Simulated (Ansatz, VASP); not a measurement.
# CdSb2C: VASP beside Ansatz

INCAR

```
SYSTEM = CdSb2C
ALGO = Normal ; EDIFF = 1E-7
ENCUT = 520 ; GGA = PE
ISIF = 2 ; ISMEAR = -1
LASPH = .True. ; LCHARG = .False.
LREAL = .False. ; LWAVE = .False.
NBANDS = 36 ; NELM = 80
PREC = Accurate ; SIGMA = 0.02
```

KPOINTS

```
k-points
0
Gamma
  6 6 6
  0 0 0
```

POSCAR

```
CdSb2C
1.0
   -3.0722058033      3.0722058033      5.1483790609
    3.0722058033     -3.0722058033      5.1483790609
    3.0722058033      3.0722058033     -5.1483790609
Cd Sb C
2 4 2
Direct
    0.0000000000      0.0000000000      0.0000000000
    0.7500000000      0.2500000000      0.5000000000
    0.3750000000      0.4524834671      0.5774834671
    0.2024834671      0.6250000000      0.0774834671
    0.8750000000      0.7975165329      0.4225165329
    0.5475165329      0.1250000000     -0.0774834671
    0.5000000000      0.5000000000      0.0000000000
    0.2500000000      0.7500000000      0.5000000000
```

Input for Ansatz:

```yaml
crystal:
  lattice:
    - [-3.0722058033, 3.0722058033, 5.1483790609]
    - [3.0722058033, -3.0722058033, 5.1483790609]
    - [3.0722058033, 3.0722058033, -5.1483790609]
  atoms:
    - { symbol: Cd, position: [0.0, 0.0, 0.0] }
    - { symbol: Sb, position: [0.375, 0.4524834671, 0.5774834671] }
    - { symbol: Cd, position: [0.75, 0.25, 0.5] }
    - { symbol: Sb, position: [0.2024834671, 0.625, 0.0774834671] }
    - { symbol: C, position: [0.5, 0.5, 0.0] }
    - { symbol: Sb, position: [0.875, 0.7975165329, 0.4225165329] }
    - { symbol: C, position: [0.25, 0.75, 0.5] }
    - { symbol: Sb, position: [0.5475165329, 0.125, -0.0774834671] }
kpoints:
  mp_grid: { grid: [6, 6, 6] }
hamiltonian:
  xc: pbe
scf:
  occupations: { method: fermi_dirac, width: 0.02 }
  n_extra_bands: 6
output:
  forces: true
  stress: true
  eigenvalues: true
```

Alike in both runs: task single point; functional PBE; k mesh 6 × 6 × 6; occupations fermi-dirac, width 0.02 eV; no spin polarisation.

|  | VASP | Ansatz |
| --- | --- | --- |
| version | VASP 6.6.1 | Ansatz 0.2.0 |
| potentials or method | VASP PAW PBE potentials, release 64 (Cd, Sb, C) | plane waves, PAW |
| plane-wave cutoff (eV) | 520 | 420 |
| valence electrons in the cell | 52 | 108 |

```tsv
	VASP	Ansatz	Ansatz less VASP
pressure (GPa)	0.1	0.0	-0.12
rms of the force components (eV/Å)	0.008	0.000	-0.0079
```

The functional is the same, so the differences come from potentials, cutoffs and numerics. VASP's potentials hold 52 valence electrons a cell and Ansatz's 108, so a difference there can come from the potentials and not from the codes.

Neither program's run includes spin-orbit coupling.
